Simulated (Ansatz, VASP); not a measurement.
One calculation of Pd3PtSe8, two programs

```xyz
12
Lattice="5.7654 0.0000 0.0000 -0.0017 5.9241 0.0000 -0.0564 -0.0566 8.9591" Properties=species:S:1:pos:R:3 pbc="T T T"
Pd    0.0000    0.0000    0.0000
Pd    2.8545   -0.0283    4.4795
Pd    2.8818    2.9620    0.0000
Pt   -0.0290    2.9337    4.4795
Se    0.6087    5.1751    5.2242
Se    2.2417    0.7094    0.7398
Se    3.5083    3.6444    3.7411
Se    5.0681    2.1965    8.2196
Se    5.0986    0.6924    3.7348
Se    3.4656    5.1580    8.2193
Se    2.1990    2.2231    5.2180
Se    0.6392    3.6710    0.7395
```

Alike in both runs: task single point; functional PBE; k mesh 4 × 4 × 2; occupations gaussian, width 0.1 eV; no spin polarisation.

|  | VASP | Ansatz |
| --- | --- | --- |
| version | VASP 6.6.1 | Ansatz 0.2.0 |
| potentials or method | VASP PAW PBE potentials, release 64 (Pd, Pt, Se), cutoff 520 eV | scalar-relativistic, plane waves, PAW |
| valence electrons in the cell | 88 | 200 |

```tsv
	VASP	Ansatz	Ansatz less VASP
gap on the k mesh at the Fermi level (eV)	0.80	0.81	+0.018
least direct gap on the mesh (eV)	1.13	1.15	+0.017
pressure (GPa)	0.1	0.0	-0.05
rms of the force components (eV/Å)	0.009	0.002	-0.0074
```

Atom by atom the forces differ by 0.009 eV/Å (rms over components). The functional is the same, so the differences come from potentials, cutoffs and numerics. VASP's potentials hold 88 valence electrons a cell and Ansatz's 200, so a difference there can come from the potentials and not from the codes.

Neither program's run includes spin-orbit coupling.
